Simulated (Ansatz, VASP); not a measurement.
## MgBCl5 in VASP and in Ansatz

```
Mg B Cl
1.0
     4.67046    0.00000    0.00000
     0.00000    4.67046    0.00000
     0.00000    0.00000    7.49532
Mg B Cl
1 1 5
Cartesian
  0.0000 0.0000 0.0000
  0.0000 0.0000 3.7477
  0.0000 2.3352 2.2593
  0.0000 2.3352 5.2360
  2.3352 0.0000 2.2593
  2.3352 0.0000 5.2360
  2.3352 2.3352 0.0000
```

Change from the starting cell: species swapped into the YIn5Rh type (P4/mmm, No. 123).

Alike in both runs: task relaxation of cell and atoms; functional PBE; k mesh 4 × 4 × 2; occupations gaussian, width 0.1 eV; no spin polarisation.

|  | VASP | Ansatz |
| --- | --- | --- |
| version | VASP 6.6.1 | Ansatz 0.2.0 |
| potentials or method | VASP PAW PBE potentials, release 64 (Mg, B, Cl), cutoff 600 eV | scalar-relativistic, plane waves, PAW |
| valence electrons in the cell | 40 | 48 |

```tsv
	VASP	Ansatz	Ansatz less VASP
gap on the k mesh at the Fermi level, each at its own relaxed structure (eV)	none	none	-
relaxed volume (Å³/atom)	19.60	19.75	+0.155
relaxed cell length with the largest relative difference (Å)	4.064	4.075	+0.0115
```

A gap of «none» marks a metal or a gap that the smearing closes. VASP's potentials hold 40 valence electrons a cell and Ansatz's 48, so a difference there can come from the potentials and not from the codes.

The k mesh is coarse, so the values compare programs but aren't converged. Noted on VASP's run: the volume moved by over 15 % at a fixed basis, so the end points are rough.
